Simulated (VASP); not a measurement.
# Rb16H (a cell with a defect): single point with PBE

The system is Rb16H (a cell with a defect).

```
Rb H
1.0
    11.18000    0.00000    0.00000
     0.00000   11.18000    0.00000
     0.00000    0.00000   11.18000
Rb H
16 1
Cartesian
  0.0505 0.4055 -0.0021
  5.3865 -0.1337 -0.0058
  0.0516 5.1861 -0.0020
  -0.1286 0.1805 5.5882
  2.9941 2.7941 2.9192
  5.3876 5.7213 -0.0058
  5.7303 -0.1262 5.5884
  8.3302 2.7947 2.3930
  -0.1288 5.4080 5.5882
  2.6517 8.3848 2.9134
  3.0004 2.7941 8.2464
  5.7307 5.7144 5.5884
  8.5136 8.3847 2.6095
  8.3359 2.7946 8.7960
  2.6541 8.3848 8.2550
  8.5122 8.3847 8.5608
  9.7803 2.7938 -0.0075
```

```
Program             : VASP 6.6.1
Task                : single point
Functional          : PBE
Potentials or basis : VASP PAW PBE potentials, release 64 (Rb_sv, H)
Cutoff              : 520 eV
k mesh              : 1 × 1 × 1
Occupations         : fermi-dirac, width 0.1 eV
Spin                : no spin polarisation
```

* Pressure: 0.1 GPa
* Largest force: 0.019 eV/Å
* Band gap on the k mesh: zero (an odd number of electrons rules out a gap without spin polarisation)

Forces in eV/Å, atoms in the order of the input:
```
Rb  -0.012  0.004 -0.001
Rb   0.001 -0.003  0.001
Rb  -0.013 -0.007 -0.001
Rb  -0.003 -0.003  0.000
Rb   0.001  0.000  0.005
Rb   0.001  0.003  0.001
Rb   0.004 -0.008 -0.002
Rb   0.016  0.000 -0.012
Rb  -0.003  0.003  0.000
Rb  -0.003  0.000  0.010
Rb  -0.003  0.000 -0.001
Rb   0.003  0.008 -0.001
Rb   0.002  0.000  0.003
Rb   0.007  0.000 -0.006
Rb  -0.005  0.000 -0.008
Rb   0.004  0.000 -0.002
H    0.003  0.002  0.013
```

Levels at points of the mesh, in eV from the Fermi level:
| k point | band 68 | band 69 | band 70 | band 71 | band 72 | band 73 | band 74 | band 75 | band 76 | band 77 |
| --- | --- | --- | --- | --- | --- | --- | --- | --- | --- | --- |
| (0.00, 0.00, 0.00) | -0.67 | -0.65 | -0.65 | -0.60 | -0.32 | 0.19 | 0.19 | 0.22 | 0.24 | 0.24 |

Run time: 7.2 min on 1 thread of Intel Xeon 8259CL, with other jobs on the host, peak memory 1 GiB.

Caveat: the k points lie up to 0.56 Å⁻¹ apart, too coarse for converged energies and pressures of a metal.
